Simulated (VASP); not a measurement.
Write the native input for VASP 6.6.1 that does the following.

| Item | Value |
| --- | --- |
| Task | single point |
| Functional | PBE |
| Potentials or basis | VASP PAW PBE potentials, release 64 (Ga_d, P) |
| Cutoff | 520 eV |
| k mesh | 6 × 6 × 6 |
| Occupations | gaussian, width 0.01 eV |
| Spin | no spin polarisation |
| Dipole correction | no |
| Further INCAR settings | ALGO = Normal; EDIFF = 1e-07; NBANDS = 16 |

The structure of GaP lies in POSCAR:

```
GaP
1.0
    0.0000000000      2.7247315147      2.7247315147
    2.7247315147      0.0000000000      2.7247315147
    2.7247315147      2.7247315147      0.0000000000
Ga P
1 1
Direct
    0.0000000000      0.0000000000      0.0000000000
    0.2500000000      0.2500000000      0.2500000000
```

This cell differs from its parent crystal: volume changed by -3%.

One way to write it, as run:

INCAR

```
SYSTEM = GaP
ALGO = Normal
EDIFF = 1E-7
ENCUT = 520
GGA = PE
ISIF = 2
ISMEAR = 0
LASPH = .TRUE.
LCHARG = .TRUE.
LELF = .TRUE.
LREAL = .FALSE.
LVHAR = .TRUE.
LWAVE = .FALSE.
NBANDS = 16
NELM = 60
PREC = Accurate
SIGMA = 0.01
```

KPOINTS

```
k-points
0
G
  6 6 6
  0 0 0
```

Potentials or basis: VASP PAW PBE potentials, release 64 (Ga_d, P).

Command:

```sh
$ cat potpaw_PBE.64/Ga_d/POTCAR potpaw_PBE.64/P/POTCAR > POTCAR
$ mpirun -np 1 vasp_std > vasp.out
```

Results of the run:

The pressure is 2.6 GPa. The band gap on the k mesh is 1.65 eV, indirect (least direct gap 1.83 eV).

It took 16 s on 1 thread of Intel(R) Xeon(R) 6975P-C (Granite Rapids), on a shared host, peak memory 0.16 GiB.
